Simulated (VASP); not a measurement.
# GaP (F-43m) in VASP: a series of runs

GaP is run at these levels: r2SCAN; tasks: single point, relaxation of cell and atoms.

Everything below comes from runs of VASP 6.6.1. Logs are shortened: lines on timing, memory, paths and dates and some standing lists are left out, and cuts for length are marked.

**Measured values to compare with.**

From “Stacking defects in GaP nanowires: Electronic structure and optical properties”, 2018, arxiv:1810.01194, for a bulk crystal of GaP at 10 K: band gap 2.34 eV (indirect).

The results are compared with them further down.

### 1 The cell of the first run

The structure is cubic, space group F-43m (No. 216). The conventional cell has a = 5.495 Å, b = 5.495 Å, c = 5.495 Å, α = 90.00°, β = 90.00°, γ = 90.00°. Within 3.1 Å of Ga (site symmetry -43m) lie 4 P at 2.38 Å. Within 3.1 Å of P (site symmetry -43m) lie 4 Ga at 2.38 Å.

### 2 Single point, r2SCAN

POSCAR

```
GaP
1.0
    2.7472612564      2.7472612564      0.0000000000
   -2.7472612564      2.7472612564      0.0000000000
    0.0000000000      2.7472612564      2.7472612564
Ga P
1 1
Direct
    0.0000000000      0.0000000000      0.0000000000
    0.7500000000      0.2500000000      0.5000000000
```

INCAR.step1

```
PREC = Accurate ; ENCUT = 520
ISMEAR = 0 ; SIGMA = 0.01
LREAL = F ; LASPH = T
NELM = 60 ; NBANDS = 16
GGA = PE ; ALGO = Normal
EDIFF = 1E-4 ; LWAVE = T
LCHARG = F
```

INCAR.step2

```
PREC = Accurate ; ENCUT = 520
EDIFF = 1E-6 ; ISMEAR = 0
SIGMA = 0.01 ; LREAL = F
LASPH = T ; NELM = 60
ALGO = Normal ; ISIF = 2
LWAVE = F ; LCHARG = T
METAGGA = R2SCAN ; LMIXTAU = T
LELF = T ; LVHAR = T
NBANDS = 16 ; ISTART = 1
```

KPOINTS

```
Automatic mesh
0
Gamma
  8 8 8
```

Potentials or basis: VASP PAW PBE potentials, release 64 (Ga_d, P).

Started as:

```sh
> cat potpaw_PBE.64/Ga_d/POTCAR potpaw_PBE.64/P/POTCAR > POTCAR
> cp INCAR.step1 INCAR
> mpirun -np 1 vasp_std > vasp.out
> cp INCAR.step2 INCAR
> mpirun -np 1 vasp_std > vasp.out
```

OUTCAR:

```text
PREC = Accurate
   ENCUT = 520
   EDIFF = 1E-6
   ISMEAR = 0
   LREAL = F
   LASPH = T
   NELM = 60
   ISIF = 2
   METAGGA = R2SCAN
   ISTART = 1

 ion  position               nearest neighbor table
   1  0.000  0.000  0.000-   2 2.38   2 2.38   2 2.38   2 2.38
   2  0.750  0.250  0.500-   1 2.38   1 2.38   1 2.38   1 2.38

  LATTYP: Found a face centered cubic cell.
 ALAT       =     5.4945225128

  Lattice vectors:

 A1 = (   0.0000000000,   2.7472612564,   2.7472612564)
 A2 = (   2.7472612564,   0.0000000000,   2.7472612564)
 A3 = (   2.7472612564,   2.7472612564,   0.0000000000)

Analysis of symmetry for initial positions (statically):
=====================================================================
 Subroutine PRICEL returns:
 Original cell was already a primitive cell.

 Routine SETGRP: Setting up the symmetry group for a
 face centered cubic supercell.

 Subroutine GETGRP returns: Found 24 space group operations
 (whereof 24 operations were pure point group operations)
 out of a pool of 48 trial point group operations.

The static configuration has the point symmetry T_d .

Analysis of symmetry for dynamics (positions and initial velocities):
=====================================================================
 Subroutine PRICEL returns:
 Original cell was already a primitive cell.

 Routine SETGRP: Setting up the symmetry group for a
 face centered cubic supercell.

 Subroutine GETGRP returns: Found 24 space group operations
 (whereof 24 operations were pure point group operations)
 out of a pool of 48 trial point group operations.

The dynamic configuration has the point symmetry T_d .

 Subroutine INISYM returns: Found 24 space group operations
 (whereof 24 operations are pure point group operations),
 and found     1 'primitive' translations

----------------------------------------------------------------------------------------

                                     Primitive cell

  volume of cell :      41.4696

  direct lattice vectors                    reciprocal lattice vectors
     2.747261256  2.747261256  0.000000000     0.181999436  0.181999436 -0.181999436
    -2.747261256  2.747261256  0.000000000    -0.181999436  0.181999436 -0.181999436
     0.000000000  2.747261256  2.747261256     0.000000000  0.000000000  0.363998873

  length of vectors
     3.885214128  3.885214128  3.885214128     0.315232271  0.315232271  0.363998873

[... 79 lines left out ...]
   NELM   =     60;   NELMIN=  2; NELMDL=  0     # of ELM steps
   EDIFF  = 0.1E-05   stopping-criterion for ELM
   LREAL  =      F    real-space projection
   EDIFFG = 0.1E-04   stopping-criterion for IOM
   NSW    =      0    number of steps for IOM
   IBRION =     -1    ionic relax: 0-MD 1-quasi-New 2-CG
   NFREE  =      0    steps in history (QN), initial steepest desc. (CG)
   ISIF   =      2    stress and relaxation
   ISYM   =      2    0-nonsym 1-usesym 2-fastsym
   POTIM  = 0.5000    time-step for ionic-motion
   TEBEG  =    0.0;   TEEND  =   0.0 temperature during run
   PSTRESS=    0.0 pullay stress
   NELECT =      18.0000    total number of electrons
   NUPDOWN=      -1.0000    fix difference up-down
   EMIN   =  10.00;   EMAX   =-10.00  energy-range for DOS
   EFERMI =   0.00;   METHOD = LEGACY
   ISMEAR =     0;   SIGMA  =   0.01  broadening in eV -4-tet -1-fermi 0-gaus
   EFERMI_NEDOS =   21; number of points for ismear=-14 and -15
   IALGO  =     38    algorithm
   IMIX   =      4    mixing-type and parameters
     AMIX     =   0.40;   BMIX     =  1.00
     AMIX_MAG =   1.60;   BMIX_MAG =  1.00
  volume/ion in A,a.u.               =      20.73       139.93
  Fermi-wavevector in a.u.,A,eV,Ry     =   1.239526  2.342365 20.904333  1.536425
  Thomas-Fermi vector in A             =   2.374006
   LORBIT       =      0    0 simple, 1 ext, 2 COOP (PROOUT), +10 PAW based schemes
   METAGGA = R2SCAN    functional components
   LHFCALC =     F    Hartree Fock is set to
   AEXX    =    0.0000 exact exchange contribution
   IVDW    =     0    specifies the selected vdW correction
   LEPSILON=     F    determine dielectric tensor
   LRPA    =     F    only Hartree local field effects (RPA)
 non-spin polarized calculation
 Gauss-broadening in eV      SIGMA  =   0.01
  energy-cutoff  :      520.00
  volume of cell :       41.47
 maximum number of plane-waves:      1139
 NGX is ok and might be reduce to    30
   NGX = 15   NGY = 15   NGZ = 15

 number of electron      17.9999999 magnetization

 Free energy of the ion-electron system (eV)
  ---------------------------------------------------
  ext. energy  EPLUGINS =         0.00000000
  ---------------------------------------------------
  free energy    TOTEN  =       -21.45659893 eV

  energy without entropy =      -21.45659893  energy(sigma->0) =      -21.45659893

 E-fermi :   4.3538     XC(G=0): -10.4316

 val. band max:        4.2169911046   @ k =   0.0000   0.0000   0.0000
 cond. band min:       6.1542730958   @ k =  -0.3750   0.3750   0.0000
 fundamental gap:      1.9372819912
 Fermi energy:         4.3537855214

 k-point     1 :       0.0000    0.0000    0.0000
  band No.  band energies     occupation
      1     -10.7344      2.00000
      2     -10.7344      2.00000
      3     -10.7344      2.00000
      4     -10.6283      2.00000
      5     -10.6282      2.00000
      6      -8.6197      2.00000
[... 433 lines left out ...]
      3     -10.6913      2.00000
      4     -10.6332      2.00000
      5     -10.6211      2.00000
      6      -6.1310      2.00000
[... 8 lines left out ...]
     15      16.7941      0.00000
     16      17.3186      0.00000

 [... further k-points ...]

------------------------ aborting loop because EDIFF is reached ----------------------------------------

  FORCE on cell =-STRESS in cart. coord.  units (eV):
  Direction    XX          YY          ZZ          XY          YZ          ZX
  --------------------------------------------------------------------------------------
  -------------------------------------------------------------------------------------
  Total       -0.5323462     -0.5323462     -0.5323462      0.0000000      0.0000000      0.0000000
  in kB      -20.5671862    -20.5671862    -20.5671862      0.0000000      0.0000000      0.0000000
  external PRESSURE =     -20.5671862 kB  Pullay stress =       0.0000000 kB

 VOLUME and BASIS-vectors are now :
 -----------------------------------------------------------------------------
  energy-cutoff  :      520.00
  volume of cell :       41.47
      direct lattice vectors                 reciprocal lattice vectors
     2.747261256  2.747261256  0.000000000     0.181999436  0.181999436 -0.181999436
    -2.747261256  2.747261256  0.000000000    -0.181999436  0.181999436 -0.181999436
     0.000000000  2.747261256  2.747261256     0.000000000  0.000000000  0.363998873

 POSITION                                       TOTAL-FORCE (eV/Angst)
 -----------------------------------------------------------------------------------
      0.00000      0.00000      0.00000         0.000000     -0.000000      0.000000
      1.37363      4.12089      1.37363        -0.000000      0.000000      0.000000
 -----------------------------------------------------------------------------------
    total drift:                               -0.000030     -0.000000     -0.000000

  FREE ENERGIE OF THE ION-ELECTRON SYSTEM (eV)
  ---------------------------------------------------
  free  energy   TOTEN  =       -21.4565989269 eV

  energy  without entropy=      -21.4565989269  energy(sigma->0) =      -21.45659893
```

OUTCAR.step1:

```text
PREC = Accurate
   ENCUT = 520
   ISMEAR = 0
   LREAL = F
   LASPH = T
[... 677 lines left out ...]
 -----------------------------------------------------------------------------------
      0.00000      0.00000      0.00000         0.000000     -0.000000      0.000000
      1.37363      4.12089      1.37363        -0.000000      0.000000      0.000000
 -----------------------------------------------------------------------------------
    total drift:                               -0.000003      0.000000     -0.000000

  FREE ENERGIE OF THE ION-ELECTRON SYSTEM (eV)
  ---------------------------------------------------
  free  energy   TOTEN  =        -9.1251091420 eV

  energy  without entropy=       -9.1251091420  energy(sigma->0) =       -9.12510914
```

OSZICAR.step1:

```text
N       E                     dE             d eps       ncg     rms          rms(c)
DAV:   1     0.808304990029E+02    0.80830E+02   -0.88149E+03   936   0.163E+03
DAV:   2    -0.324010317559E+01   -0.84071E+02   -0.79740E+02  1056   0.304E+02
DAV:   3    -0.929439415537E+01   -0.60543E+01   -0.60383E+01  1168   0.651E+01
DAV:   4    -0.938586331981E+01   -0.91469E-01   -0.91454E-01  1128   0.878E+00
DAV:   5    -0.938770325516E+01   -0.18399E-02   -0.18398E-02  1216   0.107E+00    0.414E+00
DAV:   6    -0.914958368849E+01    0.23812E+00   -0.37840E-01  1424   0.102E+01    0.272E+00
DAV:   7    -0.912430206839E+01    0.25282E-01   -0.90419E-02  1248   0.198E+00    0.109E+00
DAV:   8    -0.912463399960E+01   -0.33193E-03   -0.13049E-02  1104   0.137E+00    0.178E-01
DAV:   9    -0.912503575834E+01   -0.40176E-03   -0.13149E-03  1184   0.506E-01    0.823E-02
DAV:  10    -0.912510914205E+01   -0.73384E-04   -0.88784E-05   960   0.111E-01
   1 F= -.91251091E+01 E0= -.91251091E+01  d E =-.782077E-28
```

Wall time 2.4 min (1 thread of Intel Xeon 8259CL, shared host); peak memory 0.18 GiB.

What came out:

| Property | Result |
| --- | --- |
| Free energy | -21.4566 eV |
| Pressure | -2.1 GPa |
| Band gap on the k mesh | 1.94 eV, indirect (least direct gap 2.13 eV) |

Caveat: the PAW data sets were made with another functional, which shifts forces and pressure a little.

### 3 Relaxation of cell and atoms, r2SCAN, target pressure -2 GPa, at which the enthalpy is minimised

This run uses another cell than the first one, of 20.24 Å³/atom, 0.976 times its volume.

POSCAR

```
GaP
1.0
    2.7252500000      2.7252500000      0.0000000000
   -2.7252500000      2.7252500000      0.0000000000
    0.0000000000      2.7252500000      2.7252500000
Ga P
1 1
Direct
    0.0000000000      0.0000000000      0.0000000000
    0.7500000000      0.2500000000      0.5000000000
```

INCAR.step1

```
SYSTEM = GaP
  PREC = Accurate
  ENCUT = 600
  ISMEAR = 0
  SIGMA = 0.01
  LREAL = .FALSE.
  LASPH = .TRUE.
  NELM = 60
  GGA = PE
  ALGO = Normal
  EDIFF = 1E-4
  LWAVE = .TRUE.
  LCHARG = .FALSE.
```

INCAR.step2

```
SYSTEM = GaP
  PREC = Accurate
  ENCUT = 600
  EDIFF = 1E-7
  ISMEAR = 0
  SIGMA = 0.01
  LREAL = .FALSE.
  LASPH = .TRUE.
  NELM = 60
  ALGO = Normal
  ISIF = 3
  LWAVE = .FALSE.
  LCHARG = .FALSE.
  METAGGA = R2SCAN
  LMIXTAU = .TRUE.
  IBRION = 2
  NSW = 100
  EDIFFG = -0.002
  PSTRESS = -20.0
  ISTART = 1
```

KPOINTS

```
regular mesh
0
G
  8 8 8
  0 0 0
```

Potentials or basis: VASP PAW PBE potentials, release 64 (Ga_d, P).

Started as:

```sh
> cat potpaw_PBE.64/Ga_d/POTCAR potpaw_PBE.64/P/POTCAR > POTCAR
> cp INCAR.step1 INCAR
> mpirun -np 1 vasp_std > vasp.out
> cp INCAR.step2 INCAR
> mpirun -np 1 vasp_std > vasp.out
```

OUTCAR:

```text
SYSTEM = GaP
   PREC = Accurate
   ENCUT = 600
   EDIFF = 1E-7
   ISMEAR = 0
   LREAL = .FALSE.
   LASPH = .TRUE.
   NELM = 60
   ISIF = 3
   METAGGA = R2SCAN
   IBRION = 2
   NSW = 100
   EDIFFG = -0.002
   PSTRESS = -20.0
   ISTART = 1

 ion  position               nearest neighbor table
   1  0.000  0.000  0.000-   2 2.36   2 2.36   2 2.36   2 2.36
   2  0.750  0.250  0.500-   1 2.36   1 2.36   1 2.36   1 2.36

  LATTYP: Found a face centered cubic cell.
 ALAT       =     5.4505000000

  Lattice vectors:

 A1 = (   0.0000000000,   2.7252500000,   2.7252500000)
 A2 = (   2.7252500000,   0.0000000000,   2.7252500000)
 A3 = (   2.7252500000,   2.7252500000,   0.0000000000)

Analysis of symmetry for initial positions (statically):
=====================================================================
 Subroutine PRICEL returns:
 Original cell was already a primitive cell.

 Routine SETGRP: Setting up the symmetry group for a
 face centered cubic supercell.

 Subroutine GETGRP returns: Found 24 space group operations
 (whereof 24 operations were pure point group operations)
 out of a pool of 48 trial point group operations.

The static configuration has the point symmetry T_d .

Analysis of symmetry for dynamics (positions and initial velocities):
=====================================================================
 Subroutine PRICEL returns:
 Original cell was already a primitive cell.
[... 270 lines left out ...]

 number of electron      17.9999993 magnetization

 Free energy of the ion-electron system (eV)
  ---------------------------------------------------
  ext. energy  EPLUGINS =         0.00000000
  ---------------------------------------------------
  free energy    TOTEN  =       -21.45788163 eV

  energy without entropy =      -21.45788163  energy(sigma->0) =      -21.45788163

 E-fermi :   4.3177     XC(G=0): -10.4352

 val. band max:        4.2250545183   @ k =   0.0000   0.0000   0.0000
 cond. band min:       6.1613696398   @ k =  -0.3750   0.3750   0.0000
 fundamental gap:      1.9363151215
 Fermi energy:         4.3176780050

 k-point     1 :       0.0000    0.0000    0.0000
  band No.  band energies     occupation
      1     -10.7286      2.00000
      2     -10.7286      2.00000
      3     -10.7285      2.00000
      4     -10.6227      2.00000
      5     -10.6227      2.00000
      6      -8.6174      2.00000
      7       4.2250      2.00000
      8       4.2250      2.00000
      9       4.2251      2.00000
     10       6.3646      0.00000
     11       8.4219      0.00000
     12       8.4219      0.00000
     13       8.4220      0.00000
[... 354 lines left out ...]
  band No.  band energies     occupation
      1     -10.8205      2.00000
      2     -10.6964      2.00000
      3     -10.6854      2.00000
      4     -10.6276      2.00000
      5     -10.6156      2.00000
      6      -6.1257      2.00000
      7      -2.2729      2.00000
      8       1.0229      2.00000
      9       2.2792      2.00000
     10       7.9788      0.00000
     11       8.8834      0.00000
     12      11.0770      0.00000
     13      12.5864      0.00000

 [... further k-points ...]

------------------------ aborting loop because EDIFF is reached ----------------------------------------

  FORCE on cell =-STRESS in cart. coord.  units (eV):
  Direction    XX          YY          ZZ          XY          YZ          ZX
  --------------------------------------------------------------------------------------
  -------------------------------------------------------------------------------------
  Total       -0.5168840     -0.5168840     -0.5168840      0.0000000      0.0000000      0.0000000
  in kB      -19.9857361    -19.9857361    -19.9857361      0.0000000      0.0000000      0.0000000
  external PRESSURE =       0.0142639 kB  Pullay stress =     -20.0000000 kB
[... 21 lines left out ...]
  energy  without entropy=      -21.4578816260  energy(sigma->0) =      -21.45788163

  enthalpy is  TOTEN    =       -21.9751345431 eV   P V=       -0.5172529170

 reached required accuracy - stopping structural energy minimisation
```

OSZICAR.step1:

```text
N       E                     dE             d eps       ncg     rms          rms(c)
DAV:   1     0.836481894276E+02    0.83648E+02   -0.99765E+03   762   0.216E+03
DAV:   2    -0.279203528935E+01   -0.86440E+02   -0.83650E+02   809   0.349E+02
DAV:   3    -0.926828977364E+01   -0.64763E+01   -0.64336E+01   962   0.789E+01
DAV:   4    -0.938283751648E+01   -0.11455E+00   -0.11449E+00   915   0.111E+01
DAV:   5    -0.938552620323E+01   -0.26887E-02   -0.26884E-02   973   0.139E+00    0.425E+00
DAV:   6    -0.914211588705E+01    0.24341E+00   -0.46767E-01  1146   0.130E+01    0.279E+00
DAV:   7    -0.911528300495E+01    0.26833E-01   -0.11763E-01   963   0.254E+00    0.112E+00
DAV:   8    -0.911555127617E+01   -0.26827E-03   -0.14828E-02   884   0.184E+00    0.173E-01
DAV:   9    -0.911591780907E+01   -0.36653E-03   -0.15991E-03   986   0.704E-01    0.871E-02
DAV:  10    -0.911597665879E+01   -0.58850E-04   -0.98881E-05   612   0.125E-01
   1 F= -.91159767E+01 E0= -.91159767E+01  d E =-.666263E-57
```

Run time: 6.4 min. Hardware: 1 thread of Intel Xeon 8259CL, shared host; peak memory 0.21 GiB.

What came out:

```
Free energy                                            : -21.4579 eV
Relaxed volume                                         : 20.72 Å³/atom
Relaxed cell                                           : a = 3.884 Å, b = 3.884 Å, c = 3.884 Å, α = 60.00°, β = 60.00°, γ = 90.00°
Space group after relaxing (to 0.05 Å)                 : F-43m (No. 216)
Energy change on relaxing (the enthalpy is what falls) : +3.2 meV/atom
Ionic steps                                            : 4
Pressure after relaxing                                : -2.0 GPa
Band gap on the k mesh                                 : 1.94 eV, indirect (least direct gap 2.14 eV)
```

The path:
```tsv
step	energy change (eV)	largest force (eV/Å)	pressure (GPa)	volume (Å³)
1	0.0000	0.0000	-0.03	40.48
2	0.0145	0.0000	-2.96	41.96
3	0.0061	0.0000	-1.97	41.42
4	0.0063	0.0000	-2.00	41.44
```

Final structure:
```yaml
crystal:
  lattice:
    - [2.74653, 2.74653, 0.00000]
    - [-2.74653, 2.74653, 0.00000]
    - [0.00000, 2.74653, 2.74653]
  atoms:
    - { symbol: Ga, position: [0.00000, 0.00000, 0.00000] }
    - { symbol: P, position: [0.75000, 0.25000, 0.50000] }
```

Levels at points of the mesh, in eV from the valence-band top:
```tsv
k point	band 5	band 6	band 7	band 8	band 9	band 10	band 11	band 12	band 13
(0.00, 0.00, 0.00)	-14.85	-12.84	0.00	0.00	0.00	2.14	4.20	4.20	4.20
(0.50, 0.00, 0.00)	-14.84	-10.76	-6.71	-1.13	-1.13	1.96	5.06	5.06	8.78
(0.50, 0.50, 0.00)	-14.83	-9.86	-6.84	-2.72	-2.72	1.96	2.12	11.17	11.17
```

Caveat: the cell is relaxed towards a set pressure, so the enthalpy falls and the energy may rise; the PAW data sets were made with another functional, which shifts forces and pressure a little. A k mesh can miss the band edges.

(Part 1 of 2 ends here.)
